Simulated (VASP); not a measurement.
# Pt: single point with PBEsol

Pt:

```
CELL_PARAMETERS angstrom
1.99821 1.99821 0.00000
-1.99821 1.99821 0.00000
0.00000 0.00000 3.80447
ATOMIC_POSITIONS crystal
Pt 0.00000 0.00000 0.00000
Pt 0.50000 0.50000 0.50000
```

This cell differs from its parent crystal: biaxial strain in the a-b plane: +2.0 %, then relaxed in part.

- Program: VASP 6.6.1
- Task: single point
- Functional: PBEsol
- Potentials or basis: VASP PAW PBE potentials, release 64 (Pt)
- Cutoff: 520 eV
- k mesh: 18 × 18 × 14
- Occupations: gaussian, width 0.1 eV
- Spin: no spin polarisation

- Pressure: -3.1 GPa
- Band gap on the k mesh: zero (band 10 reaches 11.64 eV, above the bottom of band 11 at 9.65 eV)

Stress tensor (GPa, compression positive):
```
-4.40  0.00  0.00
 0.00 -4.40  0.00
 0.00  0.00 -0.43
```

Levels at points of the mesh, in eV from the Fermi level:
```tsv
k point	band 7	band 8	band 9	band 10	band 11	band 12	band 13	band 14
(0.00, 0.00, 0.00)	-1.93	-1.29	0.01	0.52	0.52	2.40	9.62	10.74
(0.50, 0.00, 0.00)	-2.61	-2.61	-1.84	-1.84	1.54	1.54	11.35	11.35
(0.50, 0.50, 0.00)	0.26	0.26	0.70	0.70	1.43	1.43	8.36	8.36
(0.00, 0.00, 0.50)	-2.26	-2.26	-2.26	-2.26	-1.03	-1.03	16.92	16.92
(0.50, 0.00, 0.50)	-0.50	-0.50	-0.09	-0.09	0.20	0.20	5.78	5.78
(0.50, 0.50, 0.50)	-1.87	-1.87	0.27	0.27	6.51	6.51	8.34	8.34
```

Wall time 76 s on 1 thread of Intel(R) Xeon(R) 6975P-C (Granite Rapids), with other jobs on the host, peak memory 0.29 GiB.

Caveat: the cell differs from its parent crystal (biaxial strain in the a-b plane: +2.0 %, then relaxed in part); the PAW data sets were made with another functional, which shifts forces and pressure a little; spin-orbit coupling is left out, which moves the levels of the heavy elements.
